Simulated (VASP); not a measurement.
CdS3, 4 atoms in the cell. Symmetry: P6/mmm, No. 191, hexagonal system. The conventional cell has a = 4.777 Å, b = 4.777 Å, c = 4.958 Å, α = 90.00°, β = 90.00°, γ = 120.00°. Cd (site symmetry 6/mmm) has 8 S at 2.48 to 2.76 Å within 3.3 Å. Within 3.3 Å of S (site symmetry 6/mmm) lie 2 Cd at 2.48 Å. Within 3.6 Å of S (site symmetry -6m2) lie 3 S at 2.76 Å and 3 Cd at 2.76 Å. 

| Item | Value |
| --- | --- |
| Program | VASP 6.6.1 |
| Task | relaxation of cell and atoms |
| Functional | PBE |
| Potentials or basis | VASP PAW PBE potentials, release 64 (Cd, S) |
| Cutoff | 500 eV |
| k mesh | 6 × 6 × 4 |
| Occupations | gaussian, width 0.1 eV |
| Spin | no spin polarisation |
| Dipole correction | no |
| Further INCAR settings | ALGO = Normal; EDIFF = 1e-07; IBRION = 2; EDIFFG = -0.04; NSW = 90; ISIF = 3 |

Potentials or basis: VASP PAW PBE potentials, release 64 (Cd, S).

Command:

```console
$ cat potpaw_PBE.64/Cd/POTCAR potpaw_PBE.64/S/POTCAR > POTCAR
$ mpirun -np 1 vasp_std > vasp.out
```

Hardware: 1 thread of Intel(R) Xeon(R) Platinum 8488C (Sapphire Rapids), with other jobs on the host.

**Question.** How long does it take, and how much memory?

**Answer.** It took 48 s on 1 thread of Intel(R) Xeon(R) Platinum 8488C (Sapphire Rapids), on a shared host, peak memory 0.22 GiB. Counts: scf iterations 26, k points 21, ion steps 2.
